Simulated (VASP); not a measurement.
# Mg8HO8 (a cell with a defect) in VASP: notebook

The runs below take Mg8HO8 (a cell with a defect) through single point, with PBE.

All numbers are computed with VASP 6.6.1; they aren't measurements. Logs are shortened: lines on timing, memory, paths and dates and some standing lists are left out, and cuts for length are marked.

**1. The cell of the first run**

The cell holds a defect, 17 atoms: a = 5.518 Å, b = 5.518 Å, c = 5.518 Å, α = 60.00°, β = 60.00°, γ = 60.00°.

**2. Single point, PBE, collinear spin**

Contents of INCAR:

```
PREC = Accurate
ENCUT = 520
EDIFF = 1E-6
ISMEAR = -1
SIGMA = 0.02
LREAL = Auto
LASPH = True
NELM = 150
ALGO = Normal
ISIF = 2
LWAVE = False
LCHARG = False
ISPIN = 2
MAGMOM = 0 0 0 0 0 0 0 0 0 0 0 0.08 0 0.08 0.08 0.08 0.32
LORBIT = 11
GGA = PE
NBANDS = 50
```

Contents of KPOINTS:

```
regular mesh
0
Gamma
  2 2 2
```

Contents of POSCAR:

```
Mg8HO8
1.0
    0.0000000000      3.9020000000      3.9020000000
    3.9020000000      0.0000000000      3.9020000000
    3.9020000000      3.9020000000      0.0000000000
Mg O H
8 8 1
Direct
    0.0123141978     -0.0121860584      0.0082393644
    0.0068426448     -0.0052024603      0.5038185546
    0.0050743209      0.5024602768      0.0042542286
    0.0003587904      0.5027165556      0.5094566889
    0.4946950282      0.0107637109      0.0093285495
    0.5058175295     -0.0103280369      0.4970784213
    0.5180804716      0.4939133778     -0.0063685290
    0.4961045618      0.5182726807      0.4771655561
    0.2386852896      0.2443234239      0.2674654024
    0.2424013326      0.2405561251      0.7591107125
    0.2513582778      0.7531009739      0.2554331112
    0.2290876474      0.7456176320      0.7489748847
    0.7454254229      0.2329446438      0.2558815992
    0.7464377242      0.2417221937      0.7535110200
    0.7514479754      0.7607765249      0.2278190671
    0.7334059457      0.7867888262      0.7566248078
    0.6452460277      0.6001409534      0.6087006663
```

Potentials or basis: VASP PAW PBE potentials, release 64 (Mg, O, H).

Run with:

```bash
$ cat potpaw_PBE.64/Mg/POTCAR potpaw_PBE.64/O/POTCAR potpaw_PBE.64/H/POTCAR > POTCAR
$ mpirun -np 1 vasp_std > vasp.out
```

OUTCAR:

```text
PREC = Accurate
   ENCUT = 520
   EDIFF = 1E-6
   ISMEAR = -1
   LREAL = Auto
   LASPH = True
   NELM = 150
   ISIF = 2
   ISPIN = 2
   LORBIT = 11
   GGA = PE

 ion  position               nearest neighbor table
   1  0.012  0.988  0.008-  10 1.89  11 1.90  15 1.91  13 1.93  12 1.97  14 2.03   3 2.71   4 2.72
                             5 2.73   2 2.74   6 2.75   7 2.76   7 2.76   6 2.77   2 2.78   5 2.79
   2  0.007  0.995  0.504-  12 1.83   9 1.88  16 1.89  11 1.91  14 1.94  13 1.99   8 2.67   5 2.71
                             4 2.72   6 2.72   1 2.74   3 2.74   3 2.78   1 2.78   6 2.80   4 2.80
   3  0.005  0.502  0.004-  12 1.83  15 1.88   9 1.94  10 1.98  16 2.03  13 2.07   5 2.71   1 2.71
                             8 2.71   2 2.74   7 2.74   4 2.74   4 2.78   7 2.78   2 2.78   1 2.81
   4  0.000  0.503  0.509-  17 1.61  10 1.92   9 1.95  11 1.96  14 2.01  15 2.07  16 2.08   7 2.67
                             8 2.69   6 2.71   2 2.72   1 2.72   3 2.74   3 2.78   1 2.80   2 2.80
   5  0.495  0.011  0.009-  15 1.86  16 1.86  14 1.89   9 1.92  11 1.96  10 1.96   8 2.65   6 2.67
                             7 2.69   3 2.71   2 2.71   1 2.73   1 2.79   2 2.81   3 2.81   7 2.83
   6  0.506  0.990  0.497-  17 1.76  13 1.88  16 1.92   9 1.94  15 1.95  10 2.00  12 2.03   5 2.67
                             8 2.69   4 2.71   2 2.72   7 2.74   1 2.75   1 2.77   7 2.78   2 2.80
   7  0.518  0.494  0.994-  17 1.74  13 1.91  14 1.92  16 2.00  11 2.03   9 2.07  12 2.09   4 2.67
                             8 2.68   5 2.69   6 2.74   3 2.74   1 2.76   1 2.76   3 2.78   6 2.78
   8  0.496  0.518  0.477-  17 1.64  11 1.82  15 1.94  12 1.95  13 1.98  14 2.06  10 2.08   5 2.65
                             2 2.67   7 2.68   6 2.69   4 2.69   3 2.71   3 2.81   4 2.83   6 2.84
   9  0.239  0.244  0.267-   2 1.88   5 1.92   3 1.94   6 1.94   4 1.95   7 2.07
  10  0.242  0.241  0.759-   1 1.89   4 1.92   5 1.96   3 1.98   6 2.00   8 2.08
  11  0.251  0.753  0.255-   8 1.82   1 1.90   2 1.91   5 1.96   4 1.96   7 2.03
  12  0.229  0.746  0.749-   2 1.83   3 1.83   8 1.95   1 1.97   6 2.03   7 2.09
  13  0.745  0.233  0.256-   6 1.88   7 1.91   1 1.93   8 1.98   2 1.99   3 2.07
  14  0.746  0.242  0.754-   5 1.89   7 1.92   2 1.94   4 2.01   1 2.03   8 2.06
  15  0.751  0.761  0.228-   5 1.86   3 1.88   1 1.91   8 1.94   6 1.95   4 2.07
  16  0.733  0.787  0.757-   5 1.86   2 1.89   6 1.92   7 2.00   3 2.03   4 2.08
  17  0.645  0.600  0.609-   4 1.61   8 1.64   7 1.74   6 1.76

  LATTYP: Found a face centered cubic cell.
 ALAT       =     7.8040000000

  Lattice vectors:

 A1 = (   0.0000000000,   3.9020000000,   3.9020000000)
 A2 = (   3.9020000000,   0.0000000000,   3.9020000000)
 A3 = (   3.9020000000,   3.9020000000,   0.0000000000)

Analysis of symmetry for initial positions (statically):
=====================================================================
 Subroutine PRICEL returns:
 Original cell was already a primitive cell.

 Routine SETGRP: Setting up the symmetry group for a
 face centered cubic supercell.

 Subroutine GETGRP returns: Found  1 space group operations
 (whereof  1 operations were pure point group operations)
 out of a pool of 48 trial point group operations.

The static configuration has the point symmetry C_1 .

Analysis of symmetry for dynamics (positions and initial velocities):
=====================================================================
 Subroutine PRICEL returns:
 Original cell was already a primitive cell.

 Routine SETGRP: Setting up the symmetry group for a
 face centered cubic supercell.

 Subroutine GETGRP returns: Found  1 space group operations
 (whereof  1 operations were pure point group operations)
 out of a pool of 48 trial point group operations.

The dynamic configuration has the point symmetry C_1 .

Analysis of structural, dynamic, and magnetic symmetry:
=====================================================================
 Subroutine PRICEL returns:
 Original cell was already a primitive cell.

 Routine SETGRP: Setting up the symmetry group for a
 face centered cubic supercell.

 Subroutine GETGRP returns: Found  1 space group operations
 (whereof  1 operations were pure point group operations)
 out of a pool of 48 trial point group operations.

The overall configuration has the point symmetry C_1 .

 Subroutine INISYM returns: Found  1 space group operations
 (whereof  1 operations are pure point group operations),
 and found     1 'primitive' translations

----------------------------------------------------------------------------------------

                                     Primitive cell

  volume of cell :     118.8206

[... 96 lines left out ...]
   LNONCOLLINEAR =      F non collinear calculations
   LSORBIT =      F    spin-orbit coupling
   LASPH  =      T    aspherical Exc in radial PAW
   ENCUT  =  520.0 eV  38.22 Ry    6.18 a.u.  10.26 10.26 10.26*2*pi/ulx,y,z
   NELM   =    150;   NELMIN=  2; NELMDL= -5     # of ELM steps
   EDIFF  = 0.1E-05   stopping-criterion for ELM
   LREAL  =      T    real-space projection
   EDIFFG = 0.1E-04   stopping-criterion for IOM
   NSW    =      0    number of steps for IOM
   IBRION =     -1    ionic relax: 0-MD 1-quasi-New 2-CG
   NFREE  =      0    steps in history (QN), initial steepest desc. (CG)
   ISIF   =      2    stress and relaxation
   ISYM   =      2    0-nonsym 1-usesym 2-fastsym
   POTIM  = 0.5000    time-step for ionic-motion
   TEBEG  =    0.0;   TEEND  =   0.0 temperature during run
   PSTRESS=    0.0 pullay stress
   NELECT =      65.0000    total number of electrons
   NUPDOWN=      -1.0000    fix difference up-down
   EMIN   =  10.00;   EMAX   =-10.00  energy-range for DOS
   EFERMI =   0.00;   METHOD = LEGACY
   ISMEAR =    -1;   SIGMA  =   0.02  broadening in eV -4-tet -1-fermi 0-gaus
   EFERMI_NEDOS =   21; number of points for ismear=-14 and -15
   IALGO  =     38    algorithm
   IMIX   =      4    mixing-type and parameters
     AMIX     =   0.40;   BMIX     =  1.00
     AMIX_MAG =   1.60;   BMIX_MAG =  1.00
  volume/ion in A,a.u.               =       6.99        47.17
  Fermi-wavevector in a.u.,A,eV,Ry     =   1.338902  2.530157 24.390589  1.792658
  Thomas-Fermi vector in A             =   2.467336
   LORBIT       =     11    0 simple, 1 ext, 2 COOP (PROOUT), +10 PAW based schemes
   GGA     = PE    functional components
   LHFCALC =     F    Hartree Fock is set to
   AEXX    =    0.0000 exact exchange contribution
   IVDW    =     0    specifies the selected vdW correction
   LEPSILON=     F    determine dielectric tensor
   LRPA    =     F    only Hartree local field effects (RPA)
 spin polarized calculation
  energy-cutoff  :      520.00
  volume of cell :      118.82
 maximum number of plane-waves:      3250
 NGX is ok and might be reduce to    42
   NGX = 21   NGY = 21   NGZ = 21

 number of electron      64.9999999 magnetization       0.7501523

 Free energy of the ion-electron system (eV)
  ---------------------------------------------------
  ext. energy  EPLUGINS =         0.00000000
  ---------------------------------------------------
  free energy    TOTEN  =       -86.19524813 eV

  energy without entropy =      -86.19354547  energy(sigma->0) =      -86.19439680

 E-fermi :   9.0843     XC(G=0): -12.3073

 val. band max:        9.0304570661   @ k =   0.0000   0.5000   0.5000
 cond. band min:       9.1297878312   @ k =   0.5000   0.5000   0.0000
 fundamental gap:      0.0993307651
 Fermi energy:         9.0843151172

 spin component 1

 k-point     1 :       0.0000    0.0000    0.0000
  band No.  band energies     occupation
      1     -13.5499      1.00000
      2     -11.7509      1.00000
      3     -11.6156      1.00000
      4     -11.4516      1.00000
      5     -11.4049      1.00000
      6     -11.1731      1.00000
[... 365 lines left out ...]
     43      18.0726      0.00000
     44      18.2244      0.00000
 Fermi energy:         9.0843151172

 spin component 2

 k-point     1 :       0.0000    0.0000    0.0000
  band No.  band energies     occupation
      1     -13.4670      1.00000
      2     -11.6771      1.00000
      3     -11.5183      1.00000
      4     -11.3963      1.00000
      5     -11.3590      1.00000
      6     -11.0502      1.00000
[... 365 lines left out ...]
     43      18.0902      0.00000
     44      18.2662      0.00000
 [bands above 44 left out]

------------------------ aborting loop because EDIFF is reached ----------------------------------------

  FORCE on cell =-STRESS in cart. coord.  units (eV):
  Direction    XX          YY          ZZ          XY          YZ          ZX
  --------------------------------------------------------------------------------------
  -------------------------------------------------------------------------------------
  Total       56.5505090     59.8857305     59.2161284      0.4465234      0.0966942     -0.4509166
  in kB      762.5271474    807.4992788    798.4703633      6.0209228      1.3038253     -6.0801605
  external PRESSURE =     789.4989298 kB  Pullay stress =       0.0000000 kB

 VOLUME and BASIS-vectors are now :
 -----------------------------------------------------------------------------
  energy-cutoff  :      520.00
  volume of cell :      118.82
      direct lattice vectors                 reciprocal lattice vectors
     0.000000000  3.902000000  3.902000000    -0.128139416  0.128139416  0.128139416
     3.902000000  0.000000000  3.902000000     0.128139416 -0.128139416  0.128139416
     3.902000000  3.902000000  0.000000000     0.128139416  0.128139416 -0.128139416

 POSITION                                       TOTAL-FORCE (eV/Angst)
 -----------------------------------------------------------------------------------
      3.88660      0.08020      3.90250        -0.268716     -1.229732      0.069203
      5.84760      1.99260      3.90840         1.009670     -1.776289     -0.387354
      1.97720      0.03640      1.98040        -0.867725     -0.520160     -1.661526
      3.94950      1.98930      1.96300        -0.674438      0.424250      0.382911
      0.07840      1.96670      1.97230        -0.268330     -1.491863     -0.077028
      5.80130      3.91330      5.83540         1.487300     -0.145382     -0.348577
[... 9 lines left out ...]
      6.02240      5.81410      5.93180        -2.172447      1.413622     -1.258789
      4.71690      4.89290      4.85950         1.189695     -0.069744     -0.010875
 -----------------------------------------------------------------------------------
    total drift:                               -0.008597      0.000001     -0.002800

  FREE ENERGIE OF THE ION-ELECTRON SYSTEM (eV)
  ---------------------------------------------------
  free  energy   TOTEN  =       -86.1952481314 eV

  energy  without entropy=      -86.1935454650  energy(sigma->0) =      -86.19439680

 total charge

# of ion       s       p       d       tot
------------------------------------------
    1        0.194   0.282   0.149   0.625
    2        0.202   0.302   0.165   0.669
    3        0.193   0.277   0.146   0.616
    4        0.188   0.267   0.140   0.594
    5        0.202   0.300   0.163   0.665
    6        0.191   0.279   0.151   0.621
[... 9 lines left out ...]
   16        1.563   3.691   0.000   5.253
   17        0.631   0.031   0.000   0.661
--------------------------------------------------
tot         14.643  31.905   1.198  47.746

 magnetization (x)

# of ion       s       p       d       tot
------------------------------------------
    1        0.000   0.001   0.001   0.002
    2        0.000   0.001   0.001   0.002
    3        0.000   0.001   0.001   0.002
    4        0.001   0.004   0.006   0.011
    5        0.001   0.002   0.002   0.004
    6       -0.000   0.001   0.004   0.005
[... 9 lines left out ...]
   16        0.005   0.060   0.000   0.065
   17        0.229   0.002   0.000   0.231
--------------------------------------------------
tot          0.257   0.307   0.024   0.588
```

It took 2.1 min on 1 thread of Intel Xeon 6975P-C (Granite Rapids), shared host; peak memory 0.34 GiB.

What came out:

```yaml
Free_energy: -86.1952 eV
Pressure: 78.9 GPa
Largest_force: 2.985 eV/Å
Net_moment: 0.75 μB per cell
Site_moments: Mg +0.00, +0.01 (each value once); O -0.00, +0.06, +0.12, +0.09, +0.07 (each value once); H +0.23 μB
Valence_electrons_inside_the_program's_atomic_spheres: Mg 0.62, 0.67, 0.59, 0.57 (each value once); O 5.27, 5.25, 5.29, 5.26, 5.23, 5.28 (each value once); H 0.66
```

Forces on the atoms (eV/Å):
```
Mg  -0.269 -1.230  0.069
Mg   1.010 -1.776 -0.387
Mg  -0.868 -0.520 -1.662
Mg  -0.674  0.424  0.383
Mg  -0.268 -1.492 -0.077
Mg   1.487 -0.145 -0.349
Mg   1.082 -0.713 -0.652
Mg  -0.972  1.993 -1.999
O    0.098 -0.374  1.596
O    0.433 -0.246  1.183
O   -1.109 -1.029 -0.604
O    0.702  2.026  1.398
O    0.790 -0.071  1.853
O   -0.343  0.778  0.209
O   -0.116  1.031  0.309
O   -2.172  1.414 -1.259
H    1.190 -0.070 -0.011
```

Stress tensor (GPa, compression positive):
```
76.25  0.60 -0.61
 0.60 80.75  0.13
-0.61  0.13 79.85
```

Levels at points of the mesh, in eV from the Fermi level:
Spin up:
```tsv
k point	band 29	band 30	band 31	band 32	band 33	band 34	band 35	band 36	band 37	band 38
(0.00, 0.00, 0.00)	-4.74	-3.92	-3.84	-3.81	-1.74	3.56	5.18	5.34	5.45	5.48
(0.50, 0.00, 0.00)	-4.43	-4.37	-4.33	-4.26	-0.68	5.32	5.74	6.76	6.91	7.10
(0.00, 0.50, 0.00)	-4.54	-4.47	-4.20	-4.16	-0.22	5.49	5.69	6.76	7.00	7.18
(0.00, 0.00, 0.50)	-4.55	-4.48	-4.24	-4.13	-0.35	5.27	5.82	6.66	6.95	7.03
(0.50, 0.50, 0.50)	-4.55	-4.49	-4.21	-4.17	-0.45	5.34	5.78	6.93	7.04	7.12
(0.50, 0.50, 0.00)	-4.88	-4.68	-4.59	-4.42	0.05	6.49	6.65	7.22	7.48	7.68
(0.00, 0.50, 0.50)	-4.76	-4.73	-4.54	-4.50	-0.05	6.47	6.72	7.25	7.43	7.75
(0.50, 0.00, 0.50)	-4.80	-4.74	-4.61	-4.49	-0.07	6.40	6.73	7.35	7.44	7.71
```
Spin down:
```csv
k point,band 29,band 30,band 31,band 32,band 33,band 34,band 35,band 36
"(0.00, 0.00, 0.00)",-4.68,-3.84,-3.78,-3.74,-0.53,3.60,5.19,5.35
"(0.50, 0.00, 0.00)",-4.41,-4.31,-4.25,-4.17,0.49,5.35,5.79,6.78
"(0.00, 0.50, 0.00)",-4.45,-4.37,-4.16,-4.12,0.95,5.52,5.73,6.80
"(0.00, 0.00, 0.50)",-4.53,-4.46,-4.14,-4.05,0.81,5.29,5.86,6.67
"(0.50, 0.50, 0.50)",-4.42,-4.39,-4.19,-4.14,0.70,5.37,5.82,6.96
"(0.50, 0.50, 0.00)",-4.70,-4.67,-4.51,-4.38,1.22,6.53,6.69,7.26
"(0.00, 0.50, 0.50)",-4.74,-4.63,-4.50,-4.43,1.12,6.51,6.76,7.29
"(0.50, 0.00, 0.50)",-4.74,-4.59,-4.54,-4.48,1.11,6.44,6.76,7.39
```

Caveat: the k points lie up to 0.70 Å⁻¹ apart; a moment this small can come from the mesh or the smearing.

**3. Single point, PBE, collinear spin**

Contents of INCAR:

```
SYSTEM = Mg8HO8
  PREC = Accurate
  ENCUT = 520
  EDIFF = 1E-6
  ISMEAR = -1
  SIGMA = 0.02
  LREAL = Auto
  LASPH = .True.
  NELM = 150
  ALGO = Normal
  ISIF = 2
  LWAVE = .False.
  LCHARG = .True.
  ISPIN = 2
  MAGMOM = 0 0 0 0 0 0 0 0 0 0 0 0.08 0 0.08 0.08 0.08 0.32
  LORBIT = 11
  GGA = PE
  LELF = .True.
  LVHAR = .True.
  NBANDS = 50
```

Contents of KPOINTS:

```
Automatic mesh
0
Gamma
  2 2 2
  0 0 0
```

Contents of POSCAR:

```
Mg8HO8
1.0
    0.0000000000      3.9020000000      3.9020000000
    3.9020000000      0.0000000000      3.9020000000
    3.9020000000      3.9020000000      0.0000000000
Mg O H
8 8 1
Direct
   -0.0076755510      0.0028831369      0.0110328037
    0.0031522296     -0.0071245515      0.4990261404
    0.0048180420      0.5052793439      0.0010763711
    0.0061506920      0.4987442337      0.4822655049
    0.5133777550     -0.0291132752      0.0008713480
    0.4971168631      0.0176191697      0.5008585341
    0.4781009739      0.5144413121      0.0067529472
    0.4958354690      0.5027549974      0.5162096361
    0.2591619682      0.2413249616      0.2390184521
    0.2634161968      0.2471681189      0.7558303434
    0.2439261917      0.7665556125      0.2574577140
    0.2319579703      0.7729625833      0.7443618657
    0.7501409534      0.2414531010      0.2599308047
    0.7578165044      0.2251153255      0.7599948744
    0.7367503844      0.7647360328      0.2372116863
    0.7685289595      0.7388262430      0.7470527934
    0.6463608406      0.5996668375      0.6248077909
```

Potentials or basis: VASP PAW PBE potentials, release 64 (Mg, O, H).

Run with:

```bash
$ cat potpaw_PBE.64/Mg/POTCAR potpaw_PBE.64/O/POTCAR potpaw_PBE.64/H/POTCAR > POTCAR
$ mpirun -np 1 vasp_std > vasp.out
```

It took 2 min on 1 thread of Intel Xeon 6975P-C (Granite Rapids), shared host; peak memory 0.34 GiB.

The run converged. Its results:

- Free energy: -86.2075 eV
- Pressure: 78.2 GPa
- Largest force: 3.172 eV/Å
- Net moment: 0.75 μB per cell
- Site moments: Mg +0.00, +0.01 (each value once); O -0.00, +0.06, +0.10, +0.07, +0.08 (each value once); H +0.24 μB
- Valence electrons inside the program's atomic spheres: Mg 0.62, 0.68, 0.61, 0.58, 0.57 (each value once); O 5.26, 5.25, 5.29, 5.27, 5.23 (each value once); H 0.65

Forces in eV/Å, atoms in the order of the input:
```
Mg  -0.073 -0.613  0.949
Mg   1.382 -0.578  0.590
Mg  -0.928 -0.301 -1.102
Mg   0.376  1.580 -0.196
Mg   1.471 -1.746  1.495
Mg  -1.112  0.063 -1.220
Mg  -1.344  1.306  0.504
Mg  -1.338 -0.803 -0.473
O    1.456 -0.056  0.397
O    0.178 -1.284 -0.784
O   -2.693  0.036 -1.675
O    0.519  1.624 -0.417
O    0.950 -1.131  1.358
O    0.176 -0.048  0.331
O   -0.792  2.163  0.610
O    0.633 -0.019 -0.426
H    1.137 -0.191  0.059
```

Stress tensor (GPa, compression positive):
```
77.69  0.80 -0.90
 0.80 79.69  1.52
-0.90  1.52 77.36
```

Levels at points of the mesh, in eV from the Fermi level:
Spin up:
```
           k point  band 29  band 30  band 31  band 32  band 33  band 34  band 35  band 36  band 37  band 38
(0.00, 0.00, 0.00)    -5.02    -4.17    -4.11    -4.07    -1.80     3.23     4.74     5.00     5.08     5.19
(0.50, 0.00, 0.00)    -4.70    -4.65    -4.59    -4.53    -0.57     4.85     5.56     6.38     6.54     6.75
(0.00, 0.50, 0.00)    -4.93    -4.87    -4.40    -4.40    -0.21     5.13     5.25     6.37     6.68     6.82
(0.00, 0.00, 0.50)    -4.72    -4.69    -4.59    -4.47    -0.50     4.82     5.57     6.32     6.66     6.75
(0.50, 0.50, 0.50)    -4.72    -4.68    -4.59    -4.48    -0.51     5.06     5.29     6.55     6.61     6.75
(0.50, 0.50, 0.00)    -5.03    -4.96    -4.90    -4.78    -0.07     5.85     6.48     6.52     7.21     7.49
(0.00, 0.50, 0.50)    -5.05    -5.00    -4.95    -4.74    -0.10     5.79     6.58     6.84     7.32     7.41
(0.50, 0.00, 0.50)    -5.05    -4.99    -4.92    -4.76     0.06     6.00     6.40     6.75     6.98     7.43
```
Spin down:
```tsv
k point	band 30	band 31	band 32	band 33	band 34	band 35
(0.00, 0.00, 0.00)	-4.08	-4.05	-4.01	-0.52	3.27	4.75
(0.50, 0.00, 0.00)	-4.64	-4.47	-4.44	0.65	4.87	5.60
(0.00, 0.50, 0.00)	-4.76	-4.37	-4.36	1.01	5.16	5.28
(0.00, 0.00, 0.50)	-4.68	-4.45	-4.39	0.73	4.84	5.62
(0.50, 0.50, 0.50)	-4.61	-4.53	-4.40	0.73	5.08	5.32
(0.50, 0.50, 0.00)	-4.91	-4.80	-4.73	1.18	5.87	6.52
(0.00, 0.50, 0.50)	-4.95	-4.89	-4.68	1.14	5.81	6.62
(0.50, 0.00, 0.50)	-4.93	-4.80	-4.70	1.30	6.02	6.43
```

Caveat: the k points lie up to 0.70 Å⁻¹ apart; a moment this small can come from the mesh or the smearing.
